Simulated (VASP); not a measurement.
# Pt (Im-3m) in VASP: further runs

Runs on Pt. Level: r2SCAN. Tasks: single point.

Everything below comes from runs of VASP 6.6.1. Logs are shortened: lines on timing, memory, paths and dates and some standing lists are left out, and cuts for length are marked.

### 1 The cell of the first run

It takes space group Im-3m (No. 229, cubic). The conventional cell has a = 3.072 Å, b = 3.072 Å, c = 3.072 Å, α = 90.00°, β = 90.00°, γ = 90.00°. Pt (site symmetry m-3m) has 14 Pt at 2.66 to 3.07 Å within 3.5 Å.

### 2 Single point, r2SCAN

POSCAR reads:

```
Pt
1.0
   -1.5362028089      1.5362028089      1.5362028089
    1.5362028089     -1.5362028089      1.5362028089
    1.5362028089      1.5362028089     -1.5362028089
Pt
1
Direct
    0.0000000000      0.0000000000      0.0000000000
```

INCAR.step1 reads:

```
SYSTEM = Pt
PREC = Accurate ; ENCUT = 550
ISMEAR = -1 ; SIGMA = 0.1
LREAL = .FALSE. ; LASPH = .TRUE.
NELM = 120 ; NBANDS = 11
GGA = PE ; ALGO = Normal
EDIFF = 1E-5 ; LWAVE = .TRUE.
LCHARG = .FALSE. ; GGA_COMPAT = .FALSE.
```

INCAR.step2 reads:

```
SYSTEM = Pt
PREC = Accurate ; ENCUT = 550
EDIFF = 1E-6 ; ISMEAR = -1
SIGMA = 0.1 ; LREAL = .FALSE.
LASPH = .TRUE. ; NELM = 120
ALGO = Normal ; ISIF = 2
LWAVE = .FALSE. ; LCHARG = .FALSE.
METAGGA = R2SCAN ; LMIXTAU = .TRUE.
NBANDS = 11 ; ISTART = 1
GGA_COMPAT = .FALSE.
```

KPOINTS reads:

```
Automatic mesh
0
G
  15 15 15
  0 0 0
```

Potentials or basis: VASP PAW PBE potentials, release 64 (Pt).

On the command line:

```console
> cat potpaw_PBE.64/Pt/POTCAR > POTCAR
> cp INCAR.step1 INCAR
> mpirun -np 1 vasp_std > vasp.out
> cp INCAR.step2 INCAR
> mpirun -np 1 vasp_std > vasp.out
```

OUTCAR:

```text
SYSTEM = Pt
   PREC = Accurate
   ENCUT = 550
   EDIFF = 1E-6
   ISMEAR = -1
   LREAL = .FALSE.
   LASPH = .TRUE.
   NELM = 120
   ISIF = 2
   METAGGA = R2SCAN
   ISTART = 1

 ion  position               nearest neighbor table
   1  0.000  0.000  0.000-

  LATTYP: Found a body centered cubic cell.
 ALAT       =     3.0724056178

  Lattice vectors:

 A1 = (  -1.5362028089,   1.5362028089,   1.5362028089)
 A2 = (   1.5362028089,  -1.5362028089,   1.5362028089)
 A3 = (   1.5362028089,   1.5362028089,  -1.5362028089)

Analysis of symmetry for initial positions (statically):
=====================================================================
 Subroutine PRICEL returns:
 Original cell was already a primitive cell.

 Routine SETGRP: Setting up the symmetry group for a
 body centered cubic supercell.

 Subroutine GETGRP returns: Found 48 space group operations
[... 9 lines left out ...]

 Routine SETGRP: Setting up the symmetry group for a
 body centered cubic supercell.

 Subroutine GETGRP returns: Found 48 space group operations
[... 11 lines left out ...]
                                     Primitive cell

  volume of cell :      14.5013

  direct lattice vectors                    reciprocal lattice vectors
    -1.536202809  1.536202809  1.536202809     0.000000000  0.325477858  0.325477858
     1.536202809 -1.536202809  1.536202809     0.325477858  0.000000000  0.325477858
     1.536202809  1.536202809 -1.536202809     0.325477858  0.325477858  0.000000000

  length of vectors
     2.660781316  2.660781316  2.660781316     0.460295201  0.460295201  0.460295201

  position of ions in fractional coordinates (direct lattice)
     0.000000000  0.000000000  0.000000000

  ion indices of the primitive-cell ions
   primitive index   ion index
                 1           1

----------------------------------------------------------------------------------------

 KPOINTS: Automatic mesh

Automatic generation of k-mesh.
 Grid dimensions read from file:
 generate k-points for:   15   15   15

 Generating k-lattice:

  Cartesian coordinates                     Fractional coordinates (reciprocal lattice)
     0.000000000  0.021698524  0.021698524     0.066666667  0.000000000  0.000000000
     0.021698524  0.000000000  0.021698524     0.000000000  0.066666667  0.000000000
     0.021698524  0.021698524  0.000000000     0.000000000  0.000000000  0.066666667

  Length of vectors
     0.030686347  0.030686347  0.030686347

  Shift w.r.t. Gamma in fractional coordinates (k-lattice)
     0.000000000  0.000000000  0.000000000

 Subroutine IBZKPT returns following result:
 ===========================================

 Found    120 irreducible k-points:

 Following reciprocal coordinates:
            Coordinates               Weight
  0.000000  0.000000  0.000000      1.000000
  0.066667  0.000000  0.000000     12.000000
  0.133333  0.000000  0.000000     12.000000
  0.200000  0.000000  0.000000     12.000000
  0.266667  0.000000  0.000000     12.000000
  0.333333  0.000000  0.000000     12.000000
[... 16 lines left out ...]
  0.333333  0.200000  0.000000     48.000000
  0.400000  0.200000  0.000000     24.000000
 [... further k-points ...]
   k-points           NKPTS =    120   k-points in BZ     NKDIM =    120   number of bands    NBANDS=     11
   number of dos      NEDOS =    301   number of ions     NIONS =      1
   total plane-waves  NPLWV =   8000
   dimension x,y,z NGX =    20 NGY =   20 NGZ =   20
   dimension x,y,z NGXF=    40 NGYF=   40 NGZF=   40
   ions per type =               1
   NGX,Y,Z   is equivalent  to a cutoff of  12.50, 12.50, 12.50 a.u.
   NGXF,Y,Z  is equivalent  to a cutoff of  24.99, 24.99, 24.99 a.u.
 SYSTEM =  Pt
   PREC   = accura    normal or accurate (medium, high low for compatibility)
   ISTART =      1    job   : 0-new  1-cont  2-samecut
   ICHARG =      0    charge: 1-file 2-atom 10-const
   ISPIN  =      1    spin polarized calculation?
   LNONCOLLINEAR =      F non collinear calculations
   LSORBIT =      F    spin-orbit coupling
   LASPH  =      T    aspherical Exc in radial PAW
   ENCUT  =  550.0 eV  40.42 Ry    6.36 a.u.   5.09  5.09  5.09*2*pi/ulx,y,z
   NELM   =    120;   NELMIN=  2; NELMDL=  0     # of ELM steps
   EDIFF  = 0.1E-05   stopping-criterion for ELM
   LREAL  =      F    real-space projection
   EDIFFG = 0.1E-04   stopping-criterion for IOM
   NSW    =      0    number of steps for IOM
   IBRION =     -1    ionic relax: 0-MD 1-quasi-New 2-CG
   NFREE  =      0    steps in history (QN), initial steepest desc. (CG)
   ISIF   =      2    stress and relaxation
   ISYM   =      2    0-nonsym 1-usesym 2-fastsym
   POTIM  = 0.5000    time-step for ionic-motion
   TEBEG  =    0.0;   TEEND  =   0.0 temperature during run
   PSTRESS=    0.0 pullay stress
   NELECT =      10.0000    total number of electrons
   NUPDOWN=      -1.0000    fix difference up-down
   EMIN   =  10.00;   EMAX   =-10.00  energy-range for DOS
   EFERMI =   0.00;   METHOD = LEGACY
   ISMEAR =    -1;   SIGMA  =   0.10  broadening in eV -4-tet -1-fermi 0-gaus
   EFERMI_NEDOS =   21; number of points for ismear=-14 and -15
   IALGO  =     38    algorithm
   IMIX   =      4    mixing-type and parameters
     AMIX     =   0.40;   BMIX     =  1.00
     AMIX_MAG =   1.60;   BMIX_MAG =  1.00
  volume/ion in A,a.u.               =      14.50        97.86
  Fermi-wavevector in a.u.,A,eV,Ry     =   1.446348  2.733202 28.462353  2.091924
  Thomas-Fermi vector in A             =   2.564427
   LORBIT       =      0    0 simple, 1 ext, 2 COOP (PROOUT), +10 PAW based schemes
   METAGGA = R2SCAN    functional components
   LHFCALC =     F    Hartree Fock is set to
   AEXX    =    0.0000 exact exchange contribution
   IVDW    =     0    specifies the selected vdW correction
   LEPSILON=     F    determine dielectric tensor
   LRPA    =     F    only Hartree local field effects (RPA)
 non-spin polarized calculation
  energy-cutoff  :      550.00
  volume of cell :       14.50
 maximum number of plane-waves:       437
   NGX = 11   NGY = 11   NGZ = 11

 number of electron      10.0000003 magnetization

 Free energy of the ion-electron system (eV)
  ---------------------------------------------------
  ext. energy  EPLUGINS =         0.00000000
  ---------------------------------------------------
  free energy    TOTEN  =       -51.36703306 eV

  energy without entropy =      -51.34586017  energy(sigma->0) =      -51.35644662

 E-fermi :  11.5594     XC(G=0): -14.8893

 val. band max:       11.5574889092   @ k =  -0.4000   0.4000   0.3333
 cond. band min:      11.5694344676   @ k =  -0.4000   0.4000   0.0667
 fundamental gap:      0.0119455583
 Fermi energy:        11.5593902406

 k-point     1 :       0.0000    0.0000    0.0000
  band No.  band energies     occupation
      1       0.8600      2.00000
      2       7.4360      2.00000
      3       7.4360      2.00000
      4       7.4360      2.00000
      5      10.2789      1.99999
      6      10.2789      1.99999
      7      29.5888      0.00000
      8      29.5888      0.00000
      9      29.5888      0.00000
     10      41.1609      0.00000
     11      41.1609      0.00000

 k-point     2 :       0.0667    0.0000    0.0000
  band No.  band energies     occupation
      1       1.0651      2.00000
      2       7.3511      2.00000
      3       7.4352      2.00000
      4       7.6068      2.00000
      5      10.1680      2.00000
      6      10.2842      1.99999
      7      29.6955      0.00000
      8      29.8030      0.00000
      9      29.8981      0.00000
     10      38.8051      0.00000
     11      39.5479      0.00000

 k-point     3 :       0.1333    0.0000    0.0000
  band No.  band energies     occupation
      1       1.6519      2.00000
      2       7.1184      2.00000
      3       7.4160      2.00000
      4       8.1083      2.00000
      5       9.9332      2.00000
      6      10.3043      1.99999
      7      29.8295      0.00000
      8      30.0905      0.00000
      9      30.7951      0.00000
     10      36.8065      0.00000
     11      37.2765      0.00000

 k-point     4 :       0.2000    0.0000    0.0000
  band No.  band energies     occupation
      1       2.5115      2.00000
      2       6.7931      2.00000
      3       7.3903      2.00000
      4       8.9054      2.00000
      5       9.7789      2.00000
      6      10.3482      1.99999
      7      29.2893      0.00000
      8      29.4499      0.00000
      9      32.1945      0.00000
     10      36.1139      0.00000
     11      36.1457      0.00000

 k-point     5 :       0.2667    0.0000    0.0000
  band No.  band energies     occupation
      1       3.3763      2.00000
      2       6.4423      2.00000
      3       7.5864      2.00000
      4       9.8179      2.00000
      5       9.9300      2.00000
      6      10.4209      1.99998
      7      26.9331      0.00000
      8      28.3819      0.00000
      9      33.9658      0.00000
     10      34.9253      0.00000
     11      36.5184      0.00000
[... 211 lines left out ...]
 k-point    21 :       0.2000    0.2000    0.0000
  band No.  band energies     occupation
      1       4.5913      2.00000
      2       6.4759      2.00000
      3       6.8727      2.00000
      4       9.6482      2.00000
      5      10.6939      1.99965
      6      12.2542      0.00192
      7      24.5921      0.00000
      8      27.0531      0.00000
      9      30.1108      0.00000
     10      33.4689      0.00000
     11      38.6610      0.00000

 k-point    22 :       0.2667    0.2000    0.0000
  band No.  band energies     occupation
      1       4.8864      2.00000
      2       6.2762      2.00000
      3       7.4059      2.00000
      4       9.8496      2.00000
      5      10.7758      1.99921
      6      13.8802      0.00000
      7      22.1250      0.00000
      8      25.6410      0.00000
      9      29.2183      0.00000
     10      34.4035      0.00000
     11      38.5310      0.00000

 k-point    23 :       0.3333    0.2000    0.0000
  band No.  band energies     occupation
      1       4.8825      2.00000
      2       6.1563      2.00000
      3       8.0376      2.00000
      4      10.0454      2.00000
      5      10.9586      1.99509
      6      15.5435      0.00000
      7      19.7838      0.00000
      8      24.5445      0.00000
      9      28.6762      0.00000
     10      35.4849      0.00000
     11      37.6280      0.00000

 k-point    24 :       0.4000    0.2000    0.0000
  band No.  band energies     occupation
      1       4.8527      2.00000
      2       6.1200      2.00000
      3       8.2912      2.00000
      4      10.0907      2.00000
      5      11.1262      1.97405
      6      16.7271      0.00000
      7      18.3374      0.00000
      8      24.1020      0.00000
      9      28.4920      0.00000
     10      36.5176      0.00000
     11      36.6031      0.00000

 [... further k-points ...]

------------------------ aborting loop because EDIFF is reached ----------------------------------------

  FORCE on cell =-STRESS in cart. coord.  units (eV):
  Direction    XX          YY          ZZ          XY          YZ          ZX
  --------------------------------------------------------------------------------------
  -------------------------------------------------------------------------------------
  Total        1.9049564      1.9049564      1.9049564      0.0000000     -0.0000000      0.0000000
  in kB      210.4698901    210.4698901    210.4698901      0.0000000     -0.0000000      0.0000000
  external PRESSURE =     210.4698901 kB  Pullay stress =       0.0000000 kB

 VOLUME and BASIS-vectors are now :
 -----------------------------------------------------------------------------
  energy-cutoff  :      550.00
  volume of cell :       14.50
      direct lattice vectors                 reciprocal lattice vectors
    -1.536202809  1.536202809  1.536202809     0.000000000  0.325477858  0.325477858
     1.536202809 -1.536202809  1.536202809     0.325477858  0.000000000  0.325477858
     1.536202809  1.536202809 -1.536202809     0.325477858  0.325477858  0.000000000

 POSITION                                       TOTAL-FORCE (eV/Angst)
 -----------------------------------------------------------------------------------
      0.00000      0.00000      0.00000        -0.000000     -0.000000      0.000000
 -----------------------------------------------------------------------------------
    total drift:                                0.000000     -0.000000      0.000000

  FREE ENERGIE OF THE ION-ELECTRON SYSTEM (eV)
  ---------------------------------------------------
  free  energy   TOTEN  =       -51.3670330584 eV

  energy  without entropy=      -51.3458601729  energy(sigma->0) =      -51.35644662
```

Wall time 56 s (1 thread of Intel Xeon Platinum 8488C (Sapphire Rapids), shared host); peak memory 0.14 GiB.

What came out:

| Property | Result |
| --- | --- |
| Free energy | -51.3670 eV |
| Pressure | 21.0 GPa |
| Band gap on the k mesh | zero (band 5 reaches 12.70 eV, above the bottom of band 6 at 10.10 eV) |

Levels at points of the mesh, in eV from the Fermi level:
| k point | band 2 | band 3 | band 4 | band 5 | band 6 | band 7 | band 8 | band 9 |
| --- | --- | --- | --- | --- | --- | --- | --- | --- |
| (0.00, 0.00, 0.00) | -4.12 | -4.12 | -4.12 | -1.28 | -1.28 | 18.03 | 18.03 | 18.03 |

Caveat: the PAW data sets were made with another functional, which shifts forces and pressure a little; spin-orbit coupling is left out, which moves the levels of the heavy elements.

[end of part 1 of 2]
